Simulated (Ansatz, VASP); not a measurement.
## One calculation of Sn, two programs

```
Sn
1.0
    -1.89465    1.89465    1.89465
     1.89465   -1.89465    1.89465
     1.89465    1.89465   -1.89465
Sn
1
Direct
  0.00000 0.00000 0.00000
```

Alike in both runs: functional revPBE; k mesh 10 × 10 × 10; occupations fermi-dirac, width 0.05 eV; no spin polarisation.

|  | VASP | Ansatz |
| --- | --- | --- |
| version | VASP 6.6.1 | Ansatz 0.2.0 |
| potentials or method | VASP PAW PBE potentials, release 64 (Sn_d) | Ansatz PAW |
| plane-wave cutoff (eV) | 500 | 420 |
| valence electrons in the cell | 14 | 14 |
| task | single point | band structure |

|  | VASP | Ansatz | Ansatz less VASP |
| --- | --- | --- | --- |
| gap on the k mesh at the Fermi level (eV) | none | none | - |
| pressure (GPa) | 1.6 | 1.6 | +0.05 |

VASP's potentials were made for PBE, not for revPBE. A gap of «none» marks a metal or a gap that the smearing closes.
